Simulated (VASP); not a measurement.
Wanted: the native input for a VASP 6.6.1 run.

| Item | Value |
| --- | --- |
| Task | single point |
| Functional | LDA |
| Potentials or basis | VASP PAW LDA potentials, release 64 (Y_sv, Rh_pv) |
| Cutoff | 500 eV |
| k mesh | 8 × 8 × 8 |
| Occupations | fermi-dirac, width 0.0272 eV |
| Spin | no spin polarisation |
| Dipole correction | no |
| Further INCAR settings | ALGO = Normal; EDIFF = 1e-06; NBANDS = 20 |

The structure of YRh lies in POSCAR:

```
YRh
1.0
    3.4070000000      0.0000000000      0.0000000000
    0.0000000000      3.4070000000      0.0000000000
    0.0000000000      0.0000000000      3.4070000000
Y Rh
1 1
Direct
    0.5000000000      0.5000000000      0.5000000000
    0.0000000000      0.0000000000      0.0000000000
```

These files were run (other wordings do the same):

INCAR

```
ALGO = Normal
EDIFF = 1E-6
ENCUT = 500
GGA_COMPAT = False
ISIF = 2
ISMEAR = -1
LASPH = True
LCHARG = True
LELF = True
LREAL = False
LVHAR = True
LWAVE = False
NBANDS = 20
NELM = 120
PREC = Accurate
SIGMA = 0.0272
```

KPOINTS

```
k-points
0
Gamma
  8 8 8
```

Potentials or basis: VASP PAW LDA potentials, release 64 (Y_sv, Rh_pv).

The run is started by

```sh
$ cat potpaw_LDA.64/Y_sv/POTCAR potpaw_LDA.64/Rh_pv/POTCAR > POTCAR
$ mpirun -np 1 vasp_std > vasp.out
```

Results of the run:

The pressure is -5.6 GPa and the band gap on the k mesh is zero (bands 13 and 14 overlap by 0.86 eV).

Caveat: the cell stands under tension.

Wall time 23 s on 1 thread of Intel(R) Xeon(R) Platinum 8259CL CPU @ 2.50GHz (Skylake/Cascade Lake), on a shared host, peak memory 0.17 GiB.
